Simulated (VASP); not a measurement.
Crystal: MgS.

```
Mg S
1.0
     0.00000    2.60152    2.60152
     2.60152    0.00000    2.60152
     2.60152    2.60152    0.00000
Mg S
1 1
Direct
  0.00000 0.00000 0.00000
  0.50000 0.50000 0.50000
```

Base run:

```yaml
Program: VASP 6.6.1
Functional: PBE
Potentials_or_basis: VASP PAW PBE potentials, release 64 (Mg, S)
Cutoff: 520 eV
k_mesh: 8 × 8 × 8
Occupations: gaussian, width 0.01 eV
Spin: no spin polarisation
```

Its results: band gap on the k mesh 2.78 eV, indirect (least direct gap 3.71 eV); pressure 0.9 GPa.

Task: The run is repeated on the same cell with these changes: functional from PBE to r2SCAN; k mesh from 8 × 8 × 8 to 6 × 6 × 6. What comes out?

Result: Band gap on the k mesh 3.43 eV, indirect (least direct gap 4.62 eV); pressure -0.4 GPa.

Several settings changed at once, so the effect can't be laid on one alone.

Caveats: the PAW data sets were made with another functional, which shifts forces and pressure a little (some runs).

A k mesh can miss the band edges.
